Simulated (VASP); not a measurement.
K, 1 atom in the cell. Symmetry: P6/mmm, No. 191, hexagonal system. The conventional cell has a = 4.581 Å, b = 4.581 Å, c = 4.280 Å, α = 90.00°, β = 90.00°, γ = 120.00°. K (site symmetry 6/mmm) has 8 K at 4.28 to 4.58 Å within 5.6 Å. 

| Item | Value |
| --- | --- |
| Program | VASP 6.6.1 |
| Task | single point |
| Functional | PBE |
| Potentials or basis | VASP PAW PBE potentials, release 64 (K_sv) |
| Cutoff | 520 eV |
| k mesh | 6 × 6 × 4 |
| Occupations | gaussian, width 0.1 eV |
| Spin | no spin polarisation |
| Dipole correction | no |
| Further INCAR settings | ALGO = Fast; EDIFF = 1e-07; NBANDS = 10 |

Potentials or basis: VASP PAW PBE potentials, release 64 (K_sv).

Run with:

```console
$ cat potpaw_PBE.64/K_sv/POTCAR > POTCAR
$ mpirun -np 1 vasp_std > vasp.out
```

Hardware: 1 thread of Intel(R) Xeon(R) Platinum 8488C (Sapphire Rapids), with other jobs on the host.

Task: How long does it take, and how much memory?

Result: Run time: 21 s on 1 thread of Intel(R) Xeon(R) Platinum 8488C (Sapphire Rapids), with other jobs on the host, peak memory 0.18 GiB. Counts: scf iterations 14, k points 21.
